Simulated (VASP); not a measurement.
# WS2 (P-3m1) in VASP: further runs

WS2 is run at these levels: PBEsol+D3(BJ); tasks: single point.

All numbers are computed with VASP 6.6.1; they aren't measurements. Logs are shortened: lines on timing, memory, paths and dates and some standing lists are left out, and cuts for length are marked.

### Step 1. The cell of the first run

The structure is trigonal, space group P-3m1 (No. 164). The conventional cell has a = 3.115 Å, b = 3.115 Å, c = 12.012 Å, α = 90.00°, β = 90.00°, γ = 120.00°. Within 3.2 Å of W (site symmetry 3m) lie 6 S at 2.39 Å and 6 W at 3.11 Å. S (site symmetry 3m) has 3 W at 2.39 Å and 7 S at 3.11 to 3.15 Å within 3.2 Å. Within 3.2 Å of S (site symmetry 3m) lie 3 W at 2.39 Å and 7 S at 3.11 to 3.15 Å.

### Step 2. Single point, PBEsol+D3(BJ) (strain along c alone, the other axes held: +2.0 %, then relaxed in part)

INCAR

```
ALGO = Normal ; EDIFF = 1E-6
ENCUT = 520 ; GGA = PS
ISIF = 2 ; ISMEAR = 0
IVDW = 12 ; LASPH = T
LCHARG = F ; LREAL = F
LWAVE = F ; NBANDS = 35
NELM = 60 ; PREC = Accurate
SIGMA = 0.02
```

KPOINTS

```
k-points
0
Gamma
  12 12 4
```

POSCAR

```
WS2
1.0
    3.1147089379      0.0000000000      0.0000000000
   -1.5573544689      2.6974170656      0.0000000000
    0.0000000000      0.0000000000     12.0120358600
W S
2 4
Direct
    0.3333333333      0.6666666667      0.7497756820
    0.6666666667      0.3333333333      0.2502243180
    0.3333333333      0.6666666667      0.1190706560
    0.6666666667      0.3333333333      0.6186230889
    0.3333333333      0.6666666667      0.3813769111
    0.6666666667      0.3333333333      0.8809293440
```

Potentials or basis: VASP PAW PBE potentials, release 64 (W_sv, S).

Command:

```console
cat potpaw_PBE.64/W_sv/POTCAR potpaw_PBE.64/S/POTCAR > POTCAR
mpirun -np 1 vasp_std > vasp.out
```

OUTCAR:

```text
EDIFF = 1E-6
   ENCUT = 520
   GGA = PS
   ISIF = 2
   ISMEAR = 0
   IVDW = 12
   LASPH = T
   LREAL = F
   NELM = 60
   PREC = Accurate
 IVDW          = 12

 ion  position               nearest neighbor table
   1  0.333  0.667  0.750-   4 2.39   4 2.39   4 2.39   6 2.39   6 2.39   6 2.39
   2  0.667  0.333  0.250-   5 2.39   5 2.39   5 2.39   3 2.39   3 2.39   3 2.39
   3  0.333  0.667  0.119-   2 2.39   2 2.39   2 2.39
   4  0.667  0.333  0.619-   1 2.39   1 2.39   1 2.39
   5  0.333  0.667  0.381-   2 2.39   2 2.39   2 2.39
   6  0.667  0.333  0.881-   1 2.39   1 2.39   1 2.39

  LATTYP: Found a hexagonal cell.
 ALAT       =     3.1147089379
 C/A-ratio  =     3.8565516392

  Lattice vectors:

 A1 = (   3.1147089379,   0.0000000000,   0.0000000000)
 A2 = (  -1.5573544689,   2.6974170656,   0.0000000000)
 A3 = (   0.0000000000,   0.0000000000,  12.0120358600)

Analysis of symmetry for initial positions (statically):
=====================================================================
 Subroutine PRICEL returns:
 Original cell was already a primitive cell.

 Routine SETGRP: Setting up the symmetry group for a
 hexagonal supercell.

 Subroutine GETGRP returns: Found 12 space group operations
 (whereof 12 operations were pure point group operations)
 out of a pool of 24 trial point group operations.

The static configuration has the point symmetry D_3d.

Analysis of symmetry for dynamics (positions and initial velocities):
=====================================================================
 Subroutine PRICEL returns:
 Original cell was already a primitive cell.

 Routine SETGRP: Setting up the symmetry group for a
 hexagonal supercell.

 Subroutine GETGRP returns: Found 12 space group operations
 (whereof 12 operations were pure point group operations)
 out of a pool of 24 trial point group operations.

The dynamic configuration has the point symmetry D_3d.

 Subroutine INISYM returns: Found 12 space group operations
 (whereof 12 operations are pure point group operations),
 and found     1 'primitive' translations

----------------------------------------------------------------------------------------

                                     Primitive cell

  volume of cell :     100.9211

  direct lattice vectors                    reciprocal lattice vectors
     3.114708938  0.000000000  0.000000000     0.321057287  0.185362511  0.000000000
    -1.557354469  2.697417066  0.000000000     0.000000000  0.370725022  0.000000000
     0.000000000  0.000000000 12.012035860     0.000000000  0.000000000  0.083249835

  length of vectors
     3.114708938  3.114708938 12.012035860     0.370725022  0.370725022  0.083249835

  position of ions in fractional coordinates (direct lattice)
     0.333333333  0.666666667  0.749775682
     0.666666667  0.333333333  0.250224318
     0.333333333  0.666666667  0.119070656
     0.666666667  0.333333333  0.618623089
     0.333333333  0.666666667  0.381376911
     0.666666667  0.333333333  0.880929344

  ion indices of the primitive-cell ions
   primitive index   ion index
                 1           1
                 2           2
                 3           3
                 4           4
                 5           5
                 6           6

----------------------------------------------------------------------------------------

 KPOINTS: k-points

Automatic generation of k-mesh.
 Grid dimensions read from file:
 generate k-points for:   12   12    4

 Generating k-lattice:

  Cartesian coordinates                     Fractional coordinates (reciprocal lattice)
     0.026754774  0.015446876  0.000000000     0.083333333  0.000000000  0.000000000
     0.000000000  0.030893752  0.000000000     0.000000000  0.083333333  0.000000000
     0.000000000  0.000000000  0.020812459     0.000000000  0.000000000  0.250000000

  Length of vectors
     0.030893752  0.030893752  0.020812459

  Shift w.r.t. Gamma in fractional coordinates (k-lattice)
     0.000000000  0.000000000  0.000000000

 Subroutine IBZKPT returns following result:
 ===========================================

 Found     69 irreducible k-points:

 Following reciprocal coordinates:
            Coordinates               Weight
  0.000000  0.000000  0.000000      1.000000
  0.083333 -0.000000  0.000000      6.000000
  0.166667 -0.000000  0.000000      6.000000
  0.250000  0.000000  0.000000      6.000000
  0.333333  0.000000  0.000000      6.000000
  0.416667  0.000000  0.000000      6.000000
[... 16 lines left out ...]
  0.166667 -0.000000  0.250000      6.000000
  0.000000  0.166667  0.250000      6.000000
 [... further k-points ...]
   k-points           NKPTS =     69   k-points in BZ     NKDIM =     69   number of bands    NBANDS=     35
   number of dos      NEDOS =    301   number of ions     NIONS =      6
   total plane-waves  NPLWV =  51840
   dimension x,y,z NGX =    24 NGY =   24 NGZ =   90
   dimension x,y,z NGXF=    48 NGYF=   48 NGZF=  180
   ions per type =               2   4
   NGX,Y,Z   is equivalent  to a cutoff of  12.81, 12.81, 12.46 a.u.
   NGXF,Y,Z  is equivalent  to a cutoff of  25.62, 25.62, 24.91 a.u.
 SYSTEM =  unknown system
   PREC   = accura    normal or accurate (medium, high low for compatibility)
   ISTART =      0    job   : 0-new  1-cont  2-samecut
   ICHARG =      2    charge: 1-file 2-atom 10-const
   ISPIN  =      1    spin polarized calculation?
   LNONCOLLINEAR =      F non collinear calculations
   LSORBIT =      F    spin-orbit coupling
   LASPH  =      T    aspherical Exc in radial PAW
   ENCUT  =  520.0 eV  38.22 Ry    6.18 a.u.   5.79  5.79 22.33*2*pi/ulx,y,z
   NELM   =     60;   NELMIN=  2; NELMDL= -5     # of ELM steps
   EDIFF  = 0.1E-05   stopping-criterion for ELM
   LREAL  =      F    real-space projection
   EDIFFG = 0.1E-04   stopping-criterion for IOM
   NSW    =      0    number of steps for IOM
   IBRION =     -1    ionic relax: 0-MD 1-quasi-New 2-CG
   NFREE  =      0    steps in history (QN), initial steepest desc. (CG)
   ISIF   =      2    stress and relaxation
   ISYM   =      2    0-nonsym 1-usesym 2-fastsym
   POTIM  = 0.5000    time-step for ionic-motion
   TEBEG  =    0.0;   TEEND  =   0.0 temperature during run
   PSTRESS=    0.0 pullay stress
   NELECT =      52.0000    total number of electrons
   NUPDOWN=      -1.0000    fix difference up-down
   EMIN   =  10.00;   EMAX   =-10.00  energy-range for DOS
   EFERMI =   0.00;   METHOD = LEGACY
   ISMEAR =     0;   SIGMA  =   0.02  broadening in eV -4-tet -1-fermi 0-gaus
   EFERMI_NEDOS =   21; number of points for ismear=-14 and -15
   IALGO  =     38    algorithm
   IMIX   =      4    mixing-type and parameters
     AMIX     =   0.40;   BMIX     =  1.00
     AMIX_MAG =   1.60;   BMIX_MAG =  1.00
  volume/ion in A,a.u.               =      16.82       113.51
  Fermi-wavevector in a.u.,A,eV,Ry     =   1.312447  2.480166 23.436280  1.722518
  Thomas-Fermi vector in A             =   2.442839
   LORBIT       =      0    0 simple, 1 ext, 2 COOP (PROOUT), +10 PAW based schemes
   GGA     = PS    functional components
   LHFCALC =     F    Hartree Fock is set to
   AEXX    =    0.0000 exact exchange contribution
   IVDW    =    12    specifies the selected vdW correction
   LEPSILON=     F    determine dielectric tensor
   LRPA    =     F    only Hartree local field effects (RPA)
 non-spin polarized calculation
 Gauss-broadening in eV      SIGMA  =   0.02
  energy-cutoff  :      520.00
  volume of cell :      100.92
 maximum number of plane-waves:      2736
   NGX = 11   NGY = 11   NGZ = 45

 number of electron      51.9999991 magnetization

 Free energy of the ion-electron system (eV)
  ---------------------------------------------------
  ext. energy  EPLUGINS =         0.00000000
  ---------------------------------------------------
  free energy    TOTEN  =       -50.49220533 eV

  energy without entropy =      -50.49220533  energy(sigma->0) =      -50.49220533

 E-fermi :   8.3545     XC(G=0): -11.4484

 val. band max:        8.0871896247   @ k =   0.0000   0.0000   0.0000
 cond. band min:       8.8911796807   @ k =   0.1667   0.1667   0.0000
 fundamental gap:      0.8039900560
 Fermi energy:         8.3545077734

 k-point     1 :       0.0000    0.0000    0.0000
  band No.  band energies     occupation
      1     -66.4549      2.00000
      2     -66.4548      2.00000
      3     -30.7606      2.00000
      4     -30.7605      2.00000
      5     -30.5297      2.00000
      6     -30.5297      2.00000
[... 27 lines left out ...]
     34      10.7250      0.00000
     35      13.0125      0.00000

 k-point     2 :       0.0833   -0.0000    0.0000
  band No.  band energies     occupation
      1     -66.4533      2.00000
      2     -66.4533      2.00000
      3     -30.7553      2.00000
      4     -30.7552      2.00000
      5     -30.5587      2.00000
      6     -30.5587      2.00000
[... 27 lines left out ...]
     34      10.7152      0.00000
     35      13.5814      0.00000

 k-point     3 :       0.1667   -0.0000    0.0000
  band No.  band energies     occupation
      1     -66.4491      2.00000
      2     -66.4490      2.00000
      3     -30.7408      2.00000
      4     -30.7407      2.00000
      5     -30.6375      2.00000
      6     -30.6375      2.00000
[... 27 lines left out ...]
     34      11.2847      0.00000
     35      14.6816      0.00000

 k-point     4 :       0.2500    0.0000    0.0000
  band No.  band energies     occupation
      1     -66.4433      2.00000
      2     -66.4433      2.00000
      3     -30.7434      2.00000
      4     -30.7434      2.00000
      5     -30.7210      2.00000
      6     -30.7209      2.00000
[... 27 lines left out ...]
     34      11.8763      0.00000
     35      14.8751      0.00000

 k-point     5 :       0.3333    0.0000    0.0000
  band No.  band energies     occupation
      1     -66.4375      2.00000
      2     -66.4375      2.00000
      3     -30.8474      2.00000
      4     -30.8474      2.00000
      5     -30.7010      2.00000
      6     -30.7010      2.00000
[... 638 lines left out ...]
 k-point    22 :       0.0000    0.0833    0.2500
  band No.  band energies     occupation
      1     -66.4533      2.00000
      2     -66.4533      2.00000
      3     -30.7553      2.00000
      4     -30.7552      2.00000
      5     -30.5587      2.00000
      6     -30.5587      2.00000
[... 27 lines left out ...]
     34      10.7162      0.00000
     35      13.6316      0.00000

 k-point    23 :       0.1667   -0.0000    0.2500
  band No.  band energies     occupation
      1     -66.4491      2.00000
      2     -66.4491      2.00000
      3     -30.7408      2.00000
      4     -30.7407      2.00000
      5     -30.6375      2.00000
      6     -30.6375      2.00000
[... 27 lines left out ...]
     34      11.2653      0.00000
     35      14.7143      0.00000

 k-point    24 :       0.0000    0.1667    0.2500
  band No.  band energies     occupation
      1     -66.4491      2.00000
      2     -66.4491      2.00000
      3     -30.7408      2.00000
      4     -30.7407      2.00000
      5     -30.6375      2.00000
      6     -30.6375      2.00000
[... 27 lines left out ...]
     34      11.2653      0.00000
     35      14.7170      0.00000

 [... further k-points ...]

------------------------ aborting loop because EDIFF is reached ----------------------------------------

 Edisp (eV)   -2.44291

 E8    (eV) :    -1.5845

  FORCE on cell =-STRESS in cart. coord.  units (eV):
  Direction    XX          YY          ZZ          XY          YZ          ZX
  --------------------------------------------------------------------------------------
  -------------------------------------------------------------------------------------
  Total      -0.07372    -0.07372    -0.93410    -0.00000     0.00000    -0.00000
  in kB      -1.17039    -1.17039   -14.82941    -0.00000     0.00000    -0.00000
  external pressure =       -5.72 kB  Pullay stress =        0.00 kB

 VOLUME and BASIS-vectors are now :
 -----------------------------------------------------------------------------
  energy-cutoff  :      520.00
  volume of cell :      100.92
      direct lattice vectors                 reciprocal lattice vectors
     3.114708938  0.000000000  0.000000000     0.321057287  0.185362511  0.000000000
    -1.557354469  2.697417066  0.000000000     0.000000000  0.370725022  0.000000000
     0.000000000  0.000000000 12.012035860     0.000000000  0.000000000  0.083249835

 POSITION                                       TOTAL-FORCE (eV/Angst)
 -----------------------------------------------------------------------------------
     -0.00000      1.79828      9.00633        -0.000000      0.000000      0.002106
      1.55735      0.89914      3.00570         0.000000      0.000000     -0.002106
     -0.00000      1.79828      1.43028        -0.000000      0.000000     -0.025184
      1.55735      0.89914      7.43092         0.000000      0.000000     -0.020500
     -0.00000      1.79828      4.58111        -0.000000     -0.000000      0.020500
      1.55735      0.89914     10.58175        -0.000000      0.000000      0.025184
 -----------------------------------------------------------------------------------
    total drift:                                0.000000     -0.000000      0.000000

  FREE ENERGIE OF THE ION-ELECTRON SYSTEM (eV)
  ---------------------------------------------------
  free  energy   TOTEN  =       -52.9351132843 eV

  energy  without entropy=      -52.9351132843  energy(sigma->0) =      -52.93511328
```

Run time: 5.5 min. Hardware: 1 thread of Intel Xeon 8259CL, shared host; peak memory 0.35 GiB.

What came out:

```yaml
Free_energy: -52.9351 eV
Pressure: -0.6 GPa
Largest_force: 0.025 eV/Å
Band_gap_on_the_k_mesh: 0.80 eV (least direct gap 1.96 eV)
Dispersion_energy_per_atom: -0.407 eV
```

Forces in eV/Å, atoms in the order of the input:
```
W    0.000  0.000  0.002
W    0.000  0.000 -0.002
S    0.000  0.000 -0.025
S    0.000  0.000 -0.021
S    0.000  0.000  0.021
S    0.000  0.000  0.025
```

Stress tensor (GPa, compression positive):
```
-0.12  0.00  0.00
 0.00 -0.12  0.00
 0.00  0.00 -1.48
```

Levels at points of the mesh, in eV from the valence-band top:
```
           k point  band 22  band 23  band 24  band 25  band 26  band 27  band 28  band 29  band 30  band 31
(0.00, 0.00, 0.00)    -2.15    -2.15    -1.48    -1.38     0.00     2.36     2.36     2.37     2.37     2.37
(0.50, 0.00, 0.00)    -2.87    -1.97    -1.85    -1.68    -1.62     2.44     2.50     2.56     3.04     3.06
(0.00, 0.00, 0.50)    -2.19    -2.19    -2.19    -0.33    -0.32     2.34     2.34     2.34     2.34     2.53
(0.50, 0.00, 0.50)    -3.06    -1.83    -1.82    -1.72    -1.71     2.47     2.47     2.84     2.84     3.40
```

Caveat: the cell differs from its parent crystal (strain along c alone, the other axes held: +2.0 %, then relaxed in part); the PAW data sets were made with another functional, which shifts forces and pressure a little; spin-orbit coupling is left out, which moves the levels of the heavy elements. A k mesh can miss the band edges.

### Step 3. Single point, PBEsol+D3(BJ)

INCAR

```
SYSTEM = WS2
  PREC = Accurate
  ENCUT = 520
  EDIFF = 1E-6
  ISMEAR = 0
  SIGMA = 0.02
  LREAL = .False.
  LASPH = .True.
  NELM = 100
  ALGO = Normal
  ISIF = 2
  LWAVE = .False.
  LCHARG = .True.
  GGA = PS
  IVDW = 12
  LELF = .True.
  LVHAR = .True.
  NBANDS = 35
```

KPOINTS

```
regular mesh
0
Gamma
  12 12 4
  0 0 0
```

POSCAR is that of step 2.

Potentials or basis: VASP PAW PBE potentials, release 64 (W_sv, S).

Command:

```console
cat potpaw_PBE.64/W_sv/POTCAR potpaw_PBE.64/S/POTCAR > POTCAR
mpirun -np 1 vasp_std > vasp.out
```

It took 4.5 min on 1 thread of Intel Xeon 8259CL, shared host; peak memory 0.35 GiB.

Results (log left out):

```yaml
Free_energy: -52.9351 eV
Pressure: -0.6 GPa
Largest_force: 0.025 eV/Å
Band_gap_on_the_k_mesh: 0.80 eV (least direct gap 1.96 eV)
Dispersion_energy_per_atom: -0.407 eV
```

Forces on the atoms (eV/Å):
```
W    0.000  0.000  0.002
W    0.000  0.000 -0.002
S    0.000  0.000 -0.025
S    0.000  0.000 -0.021
S    0.000  0.000  0.021
S    0.000  0.000  0.025
```

Stress tensor (GPa, compression positive):
```
-0.12  0.00  0.00
 0.00 -0.12  0.00
 0.00  0.00 -1.48
```

Levels at points of the mesh, in eV from the valence-band top:
```csv
k point,band 23,band 24,band 25,band 26,band 27,band 28,band 29,band 30
"(0.00, 0.00, 0.00)",-2.15,-1.48,-1.38,0.00,2.36,2.36,2.37,2.37
"(0.50, 0.00, 0.00)",-1.97,-1.85,-1.68,-1.62,2.44,2.50,2.56,3.04
"(0.00, 0.00, 0.50)",-2.19,-2.19,-0.33,-0.32,2.34,2.34,2.34,2.34
"(0.50, 0.00, 0.50)",-1.83,-1.82,-1.72,-1.71,2.47,2.47,2.84,2.84
```

Caveat: the PAW data sets were made with another functional, which shifts forces and pressure a little; spin-orbit coupling is left out, which moves the levels of the heavy elements.
